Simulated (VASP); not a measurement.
# CoO (F-43m) in VASP: single point with r2SCAN

Aim: the single point of CoO with r2SCAN.

Everything below comes from runs of VASP 6.6.1. Logs are shortened: lines on timing, memory, paths and dates and some standing lists are left out, and cuts for length are marked.

## (1) The cell of the first run

It takes space group F-43m (No. 216, cubic). Conventional cell: a = 4.542 Å, b = 4.542 Å, c = 4.542 Å, α = 90.00°, β = 90.00°, γ = 90.00°. Within 2.6 Å of Co (site symmetry -43m) lie 4 O at 1.97 Å. Within 2.6 Å of O (site symmetry -43m) lie 4 Co at 1.97 Å.

## (2) Single point, r2SCAN

Contents of POSCAR:

```
CoO
1.0
    0.0000000000      2.2712396154      2.2712396154
    2.2712396154      0.0000000000      2.2712396154
    2.2712396154      2.2712396154      0.0000000000
Co O
1 1
Direct
    0.0000000000      0.0000000000      0.0000000000
    0.2500000000      0.2500000000      0.2500000000
```

Contents of INCAR.step1:

```
PREC     = Accurate       # precision mode
ENCUT    = 520            # plane-wave cutoff, eV
ISMEAR   = 0              # smearing method
SIGMA    = 0.02           # smearing width, eV
LREAL    = False          # projectors in reciprocal space
LASPH    = True           # aspherical terms in the spheres
NELM     = 60             # most SCF steps
NBANDS   = 14             # bands
GGA      = PE             # functional
ALGO     = Normal         # electronic algorithm
EDIFF    = 1E-4           # SCF threshold, eV
LWAVE    = True           # write WAVECAR
LCHARG   = False          # write CHGCAR
```

Contents of INCAR.step2:

```
PREC     = Accurate       # precision mode
ENCUT    = 520            # plane-wave cutoff, eV
EDIFF    = 1E-6           # SCF threshold, eV
ISMEAR   = 0              # smearing method
SIGMA    = 0.02           # smearing width, eV
LREAL    = False          # projectors in reciprocal space
LASPH    = True           # aspherical terms in the spheres
NELM     = 60             # most SCF steps
ALGO     = Normal         # electronic algorithm
ISIF     = 2              # what is computed and relaxed
LWAVE    = False          # write WAVECAR
LCHARG   = False          # write CHGCAR
METAGGA  = R2SCAN         # meta-GGA
LMIXTAU  = True         
NBANDS   = 14             # bands
ISTART   = 1
```

Contents of KPOINTS:

```
regular mesh
0
Gamma
  14 14 14
```

Potentials or basis: VASP PAW PBE potentials, release 64 (Co, O).

Started as:

```
$ cat potpaw_PBE.64/Co/POTCAR potpaw_PBE.64/O/POTCAR > POTCAR
$ cp INCAR.step1 INCAR
$ mpirun -np 1 vasp_std > vasp.out
$ cp INCAR.step2 INCAR
$ mpirun -np 1 vasp_std > vasp.out
```

OUTCAR:

```text
PREC = Accurate
   ENCUT = 520
   EDIFF = 1E-6
   ISMEAR = 0
   LREAL = False
   LASPH = True
   NELM = 60
   ISIF = 2
   METAGGA = R2SCAN
   ISTART = 1

 ion  position               nearest neighbor table
   1  0.000  0.000  0.000-   2 1.97   2 1.97   2 1.97   2 1.97
   2  0.250  0.250  0.250-   1 1.97   1 1.97   1 1.97   1 1.97

  LATTYP: Found a face centered cubic cell.
 ALAT       =     4.5424792308

  Lattice vectors:

 A1 = (   0.0000000000,   2.2712396154,   2.2712396154)
 A2 = (   2.2712396154,   0.0000000000,   2.2712396154)
 A3 = (   2.2712396154,   2.2712396154,   0.0000000000)

Analysis of symmetry for initial positions (statically):
=====================================================================
 Subroutine PRICEL returns:
 Original cell was already a primitive cell.

 Routine SETGRP: Setting up the symmetry group for a
 face centered cubic supercell.

 Subroutine GETGRP returns: Found 24 space group operations
 (whereof 24 operations were pure point group operations)
 out of a pool of 48 trial point group operations.

The static configuration has the point symmetry T_d .

Analysis of symmetry for dynamics (positions and initial velocities):
=====================================================================
 Subroutine PRICEL returns:
 Original cell was already a primitive cell.

 Routine SETGRP: Setting up the symmetry group for a
 face centered cubic supercell.

 Subroutine GETGRP returns: Found 24 space group operations
 (whereof 24 operations were pure point group operations)
 out of a pool of 48 trial point group operations.

The dynamic configuration has the point symmetry T_d .

 Subroutine INISYM returns: Found 24 space group operations
 (whereof 24 operations are pure point group operations),
 and found     1 'primitive' translations

----------------------------------------------------------------------------------------

                                     Primitive cell

  volume of cell :      23.4325

  direct lattice vectors                    reciprocal lattice vectors
     0.000000000  2.271239615  2.271239615    -0.220144100  0.220144100  0.220144100
     2.271239615  0.000000000  2.271239615     0.220144100 -0.220144100  0.220144100
     2.271239615  2.271239615  0.000000000     0.220144100  0.220144100 -0.220144100

  length of vectors
     3.212017867  3.212017867  3.212017867     0.381300765  0.381300765  0.381300765

  position of ions in fractional coordinates (direct lattice)
     0.000000000  0.000000000  0.000000000
[... 88 lines left out ...]
   PSTRESS=    0.0 pullay stress
   NELECT =      15.0000    total number of electrons
   NUPDOWN=      -1.0000    fix difference up-down
   EMIN   =  10.00;   EMAX   =-10.00  energy-range for DOS
   EFERMI =   0.00;   METHOD = LEGACY
   ISMEAR =     0;   SIGMA  =   0.02  broadening in eV -4-tet -1-fermi 0-gaus
   EFERMI_NEDOS =   21; number of points for ismear=-14 and -15
   IALGO  =     38    algorithm
   IMIX   =      4    mixing-type and parameters
     AMIX     =   0.40;   BMIX     =  1.00
     AMIX_MAG =   1.60;   BMIX_MAG =  1.00
  volume/ion in A,a.u.               =      11.72        79.07
  Fermi-wavevector in a.u.,A,eV,Ry     =   1.410909  2.666231 27.084626  1.990664
  Thomas-Fermi vector in A             =   2.532814
   LORBIT       =      0    0 simple, 1 ext, 2 COOP (PROOUT), +10 PAW based schemes
   METAGGA = R2SCAN    functional components
   LHFCALC =     F    Hartree Fock is set to
   AEXX    =    0.0000 exact exchange contribution
   IVDW    =     0    specifies the selected vdW correction
   LEPSILON=     F    determine dielectric tensor
   LRPA    =     F    only Hartree local field effects (RPA)
 non-spin polarized calculation
 Gauss-broadening in eV      SIGMA  =   0.02
  energy-cutoff  :      520.00
  volume of cell :       23.43
 maximum number of plane-waves:       644
   NGX = 11   NGY = 11   NGZ = 11

 number of electron      15.0000014 magnetization

 Free energy of the ion-electron system (eV)
  ---------------------------------------------------
  ext. energy  EPLUGINS =         0.00000000
  ---------------------------------------------------
  free energy    TOTEN  =       -20.00136461 eV

  energy without entropy =      -20.00052604  energy(sigma->0) =      -20.00094533

 E-fermi :   5.7329     XC(G=0): -11.7726

 val. band max:        5.7327931803   @ k =  -0.4286   0.2143   0.0714
 cond. band min:       5.7337830314   @ k =  -0.4286   0.3571   0.0714
 fundamental gap:      0.0009898511
 Fermi energy:         5.7329345249

 k-point     1 :       0.0000    0.0000    0.0000
  band No.  band energies     occupation
      1     -15.6488      2.00000
      2      -0.2800      2.00000
      3      -0.2800      2.00000
      4      -0.2800      2.00000
      5       4.2511      2.00000
      6       4.2511      2.00000
      7       6.1476      0.00000
      8       6.9711      0.00000
      9       6.9711      0.00000
     10       6.9711      0.00000
     11      20.4957      0.00000
     12      20.4957      0.00000
     13      20.4958      0.00000
     14      26.2541      0.00000
[... 377 lines left out ...]
      1     -15.3276      2.00000
      2      -1.1027      2.00000
      3      -0.1418      2.00000
      4      -0.1014      2.00000
      5       4.0487      2.00000
      6       4.3727      2.00000
      7       5.8374      0.00000
      8       6.3732      0.00000
      9       6.4862      0.00000
     10       8.9302      0.00000
     11      17.0906      0.00000
     12      19.4422      0.00000
     13      20.1192      0.00000
     14      22.2660      0.00000

 [... further k-points ...]

------------------------ aborting loop because EDIFF is reached ----------------------------------------

  FORCE on cell =-STRESS in cart. coord.  units (eV):
  Direction    XX          YY          ZZ          XY          YZ          ZX
  --------------------------------------------------------------------------------------
  -------------------------------------------------------------------------------------
  Total       -3.2645187     -3.2645187     -3.2645187      0.0000000     -0.0000000      0.0000000
  in kB     -223.2085767   -223.2085767   -223.2085767      0.0000000     -0.0000000      0.0000000
  external PRESSURE =    -223.2085767 kB  Pullay stress =       0.0000000 kB

 VOLUME and BASIS-vectors are now :
 -----------------------------------------------------------------------------
  energy-cutoff  :      520.00
  volume of cell :       23.43
      direct lattice vectors                 reciprocal lattice vectors
     0.000000000  2.271239615  2.271239615    -0.220144100  0.220144100  0.220144100
     2.271239615  0.000000000  2.271239615     0.220144100 -0.220144100  0.220144100
     2.271239615  2.271239615  0.000000000     0.220144100  0.220144100 -0.220144100

 POSITION                                       TOTAL-FORCE (eV/Angst)
 -----------------------------------------------------------------------------------
      0.00000      0.00000      0.00000         0.000000      0.000000      0.000000
      1.13562      1.13562      1.13562        -0.000000     -0.000000     -0.000000
 -----------------------------------------------------------------------------------
    total drift:                               -0.000020     -0.000020     -0.000020

  FREE ENERGIE OF THE ION-ELECTRON SYSTEM (eV)
  ---------------------------------------------------
  free  energy   TOTEN  =       -20.0013646087 eV

  energy  without entropy=      -20.0005260437  energy(sigma->0) =      -20.00094533
```

OSZICAR.step1:

```text
N       E                     dE             d eps       ncg     rms          rms(c)
DAV:   1     0.840086660360E+02    0.84009E+02   -0.68793E+03  2920   0.117E+03
DAV:   2    -0.980955699230E+01   -0.93818E+02   -0.82031E+02  3244   0.253E+02
DAV:   3    -0.155047120754E+02   -0.56952E+01   -0.55208E+01  3374   0.701E+01
DAV:   4    -0.155762950369E+02   -0.71583E-01   -0.71548E-01  3298   0.792E+00
DAV:   5    -0.155783246747E+02   -0.20296E-02   -0.20296E-02  3468   0.137E+00    0.143E+01
DAV:   6    -0.169597466845E+02   -0.13814E+01   -0.36520E+01  2912   0.876E+01    0.212E+01
DAV:   7    -0.130016292767E+02    0.39581E+01   -0.22135E+01  3008   0.858E+01    0.463E+00
DAV:   8    -0.129357267246E+02    0.65903E-01   -0.73114E-01  3748   0.960E+00    0.150E+00
DAV:   9    -0.129370479169E+02   -0.13212E-02   -0.34039E-02  3764   0.178E+00    0.429E-01
DAV:  10    -0.129361061489E+02    0.94177E-03   -0.10421E-02  4164   0.139E+00    0.181E-01
DAV:  11    -0.129356775739E+02    0.42858E-03   -0.87140E-04  3870   0.340E-01    0.853E-02
DAV:  12    -0.129356334702E+02    0.44104E-04   -0.36688E-04  2978   0.172E-01
   1 F= -.12935633E+02 E0= -.12935301E+02  d E =-.664149E-03
```

It took 40 s on 1 thread of Intel Xeon 6975P-C (Granite Rapids), shared host; peak memory 0.16 GiB.

Results:

| Property | Result |
| --- | --- |
| Free energy | -20.0014 eV |
| Pressure | -22.3 GPa |

Caveat: the PAW data sets were made with another functional, which shifts forces and pressure a little; an odd number of electrons without spin polarisation forces a metal; a magnetic or distorted state may lie lower; the run has no spin polarisation, though such a crystal can be magnetic; semilocal functionals often make such compounds metallic where correlation or magnetic order opens a gap, which also shifts bond lengths. Spin polarisation is off, so any magnetic state and its effect on volume and gap are missing.
